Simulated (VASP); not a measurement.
Wanted: the native input for a VASP 6.6.1 run.

| Property | Result |
| --- | --- |
| Task | relaxation of cell and atoms |
| Functional | r2SCAN |
| Potentials or basis | VASP PAW PBE potentials, release 64 (Ta_pv) |
| Cutoff | 550 eV |
| k mesh | 12 × 12 × 12 |
| Occupations | methfessel-paxton, width 0.05 eV |
| Spin | no spin polarisation |
| Dipole correction | no |
| Further INCAR settings | ALGO = Normal; EDIFF = 1e-07; IBRION = 2; EDIFFG = -0.01; NSW = 80; ISIF = 3 |

Ta:

```
CELL_PARAMETERS angstrom
0.00000 2.86000 2.86000
2.86000 0.00000 2.86000
2.86000 2.86000 0.00000
ATOMIC_POSITIONS crystal
Ta 0.00000 0.00000 0.00000
Ta 0.25000 0.25000 0.25000
```

This isn't the form of Ta at room conditions, which is bcc.

These files were run (other wordings do the same):

POSCAR

```
Ta
1.0
    0.0000000000      2.8600000000      2.8600000000
    2.8600000000      0.0000000000      2.8600000000
    2.8600000000      2.8600000000      0.0000000000
Ta
2
Direct
    1.0000000000      1.0000000000      1.0000000000
    0.2500000000      0.2500000000      0.2500000000
```

INCAR.step1

```
SYSTEM = Ta
PREC     = Accurate       ! precision mode
ENCUT    = 550            ! plane-wave cutoff, eV
ISMEAR   = 1              ! smearing method
SIGMA    = 0.05           ! smearing width, eV
LREAL    = .FALSE.        ! projectors in reciprocal space
LASPH    = .TRUE.         ! aspherical terms in the spheres
NELM     = 120            ! most SCF steps
GGA      = PE             ! functional
ALGO     = Normal         ! electronic algorithm
EDIFF    = 1E-5           ! SCF threshold, eV
LWAVE    = .TRUE.         ! write WAVECAR
LCHARG   = .FALSE.        ! write CHGCAR
GGA_COMPAT= .FALSE.      
IBRION   = 2              ! ionic algorithm
ISIF     = 3              ! what is computed and relaxed
EDIFFG   = -0.005         ! ionic threshold
NELMIN   = 4            
NSW      = 100            ! ionic steps
```

INCAR.step2

```
SYSTEM = Ta
PREC     = Accurate       ! precision mode
ENCUT    = 550            ! plane-wave cutoff, eV
EDIFF    = 1E-7           ! SCF threshold, eV
ISMEAR   = 1              ! smearing method
SIGMA    = 0.05           ! smearing width, eV
LREAL    = .FALSE.        ! projectors in reciprocal space
LASPH    = .TRUE.         ! aspherical terms in the spheres
NELM     = 120            ! most SCF steps
ALGO     = Normal         ! electronic algorithm
ISIF     = 3              ! what is computed and relaxed
LWAVE    = .FALSE.        ! write WAVECAR
LCHARG   = .FALSE.        ! write CHGCAR
METAGGA  = R2SCAN         ! meta-GGA
LMIXTAU  = .TRUE.       
IBRION   = 2              ! ionic algorithm
NSW      = 80             ! ionic steps
EDIFFG   = -0.01          ! ionic threshold
ISTART   = 1            
GGA_COMPAT= .FALSE.      
NELMIN   = 4
```

KPOINTS

```
Automatic mesh
0
G
  12 12 12
  0 0 0
```

Potentials or basis: VASP PAW PBE potentials, release 64 (Ta_pv).

The run is started by

```bash
$ cat potpaw_PBE.64/Ta_pv/POTCAR > POTCAR
$ cp INCAR.step1 INCAR
$ mpirun -np 1 vasp_std > vasp.out
$ cp INCAR.step2 INCAR
$ mpirun -np 1 vasp_std > vasp.out
```

It gave:

* Relaxed volume: 27.88 Å³/atom
* Relaxed cell: a = 4.288 Å, b = 4.288 Å, c = 4.288 Å, α = 60.00°, β = 60.00°, γ = 60.00°
* Space group after relaxing (to 0.1 Å): Fd-3m (No. 227)
* Energy gained by relaxing: 202.4 meV/atom
* Ionic steps: 17
* Pressure after relaxing: 0.0 GPa
* Band gap on the k mesh: zero (bands 11 and 12 overlap by 1.16 eV)

Caveat: the volume moved by over 15 % at a fixed basis, so the end points are rough; the PAW data sets were made with another functional, which shifts forces and pressure a little; spin-orbit coupling is left out, which moves the levels of the heavy elements.

It took 15 min on 1 thread of Intel(R) Xeon(R) 6975P-C (Granite Rapids), with other jobs on the host, peak memory 0.22 GiB.
